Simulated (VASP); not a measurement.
Crystal: Ca4Ge2N.

```
Ca Ge N
1.0
     3.85000    0.00000    0.00000
    -1.92500    3.33420    0.00000
     0.00000    0.00000   11.80000
Ca Ge N
4 2 1
Direct
  0.66667 0.33333 0.38500
  0.66667 0.33333 0.89500
  0.33333 0.66667 0.10500
  0.33333 0.66667 0.61500
  0.00000 0.00000 0.25000
  0.00000 0.00000 0.75000
  0.00000 0.00000 0.00000
```

* Program: VASP 6.6.1
* Task: relaxation of cell and atoms
* Functional: PBE
* Potentials or basis: VASP PAW PBE potentials, release 64 (Ca_sv, Ge_d, N)
* Cutoff: 600 eV
* k mesh: 5 × 5 × 2
* Occupations: gaussian, width 0.2 eV
* Spin: no spin polarisation

At the start: pressure 9.6 GPa; volume 21.64 Å³/atom.

Task: Where does the relaxation end?

Result: Over 18 steps the energy falls by 273.5 meV/atom and the volume is 24.94 Å³/atom (+15.2 %); space group P-3m1 (No. 164, to 0.05 Å).

The path:
```tsv
step	energy change (eV)	largest force (eV/Å)	pressure (GPa)	volume (Å³)
1	0.0000	1.8628	9.56	151.47
2	-0.9307	0.6545	-1.09	181.54
3	-0.9324	0.6936	-0.76	180.03
4	-1.0675	0.4349	-0.48	179.13
5	-1.3001	0.5326	1.01	175.93
6	-1.3061	0.8740	1.83	174.55
7	-1.3712	0.9017	1.64	175.54
8	-1.5364	0.9906	1.17	178.18
9	-1.5838	1.2802	0.72	182.05
10	-1.6232	1.1568	0.81	180.57
11	-1.7398	0.7226	-0.15	182.21
12	-1.8216	0.3471	-1.54	184.85
13	-1.8227	0.3058	-1.69	185.19
14	-1.8732	0.2224	-1.11	181.20
15	-1.9068	0.1431	-0.09	175.44
16	-1.9073	0.1299	0.09	174.55
17	-1.9123	0.0971	0.10	174.56
18	-1.9143	0.0609	0.14	174.57
```

Final structure:
```
Ca Ge N
1.0
     3.60361    0.00000    0.00000
    -1.80181    3.12082    0.00000
     0.00000    0.00000   15.52247
Ca Ge N
4 2 1
Direct
  0.66667 0.33333 0.38614
  0.66667 0.33333 0.91873
  0.33333 0.66667 0.08127
  0.33333 0.66667 0.61386
  0.00000 0.00000 0.24463
  0.00000 0.00000 0.75537
  0.00000 0.00000 0.00000
```

Caveat: the k points lie up to 0.40 Å⁻¹ apart in the final cell; the volume moved by over 15 % at a fixed basis, so the end points are rough; the relaxation stopped at a loose force limit of 0.08 eV/Å, so its end isn't a converged minimum.
